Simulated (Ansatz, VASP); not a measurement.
**Hg in VASP and in Ansatz**

File INCAR:

```
SYSTEM = Hg
  PREC = Accurate
  ENCUT = 520
  EDIFF = 1E-6
  ISMEAR = 0
  SIGMA = 0.05
  LREAL = .False.
  LASPH = .True.
  NELM = 100
  ALGO = Fast
  ISIF = 2
  LWAVE = .False.
  LCHARG = .False.
  GGA = PS
  NBANDS = 19
```

Contents of KPOINTS:

```
Automatic mesh
0
Gamma
  12 12 8
  0 0 0
```

POSCAR

```
Hg
1.0
    3.3297762188     -0.0362451469      0.0150934900
   -1.6962773274      2.9112670955     -0.0032595834
    0.0239257105      0.0078471940      5.4515499633
Hg
2
Direct
    0.6864835467      0.3275861942      0.7730740567
    0.3135164533      0.6724138058      0.2269259433
```

Input for Ansatz:

```yaml
crystal:
  lattice:
    - [3.3297762188, -0.0362451469, 0.01509349]
    - [-1.6962773274, 2.9112670955, -0.0032595834]
    - [0.0239257105, 0.007847194, 5.4515499633]
  atoms:
    - { symbol: Hg, position: [0.6864835467, 0.3275861942, 0.7730740567] }
    - { symbol: Hg, position: [0.3135164533, 0.6724138058, 0.2269259433] }
basis:
  ecutwfc: 420
kpoints:
  mp_grid: { grid: [12, 12, 8] }
hamiltonian:
  xc: pbesol
scf:
  occupations: { method: gaussian, width: 0.05 }
output:
  forces: true
  stress: true
  eigenvalues: true
  write_density: true
  write_potential: true
  elf: true
  volumetric_format: npy
```

Change from the starting cell: all atoms moved at random, cell strained at random.

Alike in both runs: task single point; functional PBEsol; k mesh 12 × 12 × 8; occupations gaussian, width 0.05 eV; no spin polarisation.

```csv
,VASP,Ansatz
version,VASP 6.6.1,Ansatz 0.2.0
potentials or method,"VASP PAW PBE potentials, release 64 (Hg), cutoff 520 eV","scalar-relativistic, plane waves, PAW"
valence electrons in the cell,24,40
```

```tsv
	VASP	Ansatz	Ansatz less VASP
gap on the k mesh at the Fermi level (eV)	none	none	-
pressure (GPa)	-0.9	-1.2	-0.24
traceless stress, the component that is largest in VASP (GPa)	0.31	0.29	-0.016
rms of the force components (eV/Å)	0.244	0.230	-0.0145
```

VASP's potentials were made for PBE, not for PBEsol. Atom by atom the forces differ by 0.014 eV/Å (rms over components). A gap of «none» marks a metal or a gap that the smearing closes. With one functional, cell and mesh, what is left measures potentials, basis and numerics. VASP's potentials hold 24 valence electrons a cell and Ansatz's 40, so a difference there can come from the potentials and not from the codes.

Spin-orbit coupling is off throughout.
